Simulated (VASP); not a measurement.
# Zn: single point with PBEsol

Zn:

```
Zn
1.0
     2.58147    0.00000    0.00000
    -1.29073    2.23562    0.00000
     0.00000    0.00000    5.27121
Zn
2
Cartesian
  0.0000 1.4904 1.3178
  1.2907 0.7452 3.9534
```

This cell differs from its parent crystal: ratio of the length along z to the lengths across it x 1.1, volume and fractional coordinates fixed.

| Quantity | Value |
| --- | --- |
| Program | VASP 6.6.1 |
| Task | single point |
| Functional | PBEsol |
| Potentials or basis | VASP PAW PBE potentials, release 64 (Zn) |
| Cutoff | 520 eV |
| k mesh | 24 × 24 × 12 |
| Occupations | gaussian, width 0.15 eV |
| Spin | no spin polarisation |
| Dipole correction | no |
| Further INCAR settings | ALGO = Fast; EDIFF = 1e-06; NBANDS = 19 |

The pressure is -2.0 GPa and the band gap on the k mesh is zero (bands 12 and 13 overlap by 5.83 eV).

Stress tensor (GPa, compression positive):
```
-1.09  0.00  0.00
 0.00 -1.09  0.00
 0.00  0.00 -3.83
```

Levels at points of the mesh, in eV from the Fermi level:
```tsv
k point	band 10	band 11	band 12	band 13	band 14	band 15
(0.00, 0.00, 0.00)	-6.94	-6.94	-3.90	-3.87	10.76	14.79
(0.50, 0.00, 0.00)	-6.67	-2.40	-1.57	2.24	3.78	3.82
(0.00, 0.00, 0.50)	-7.00	-7.00	-7.00	3.05	3.05	20.67
(0.50, 0.00, 0.50)	-6.68	-1.59	-1.59	0.65	0.65	9.16
```

Wall time 3.7 min on 1 thread of Intel Xeon 8259CL, with other jobs on the host, peak memory 0.31 GiB.

Caveat: the PAW data sets were made with another functional, which shifts forces and pressure a little.
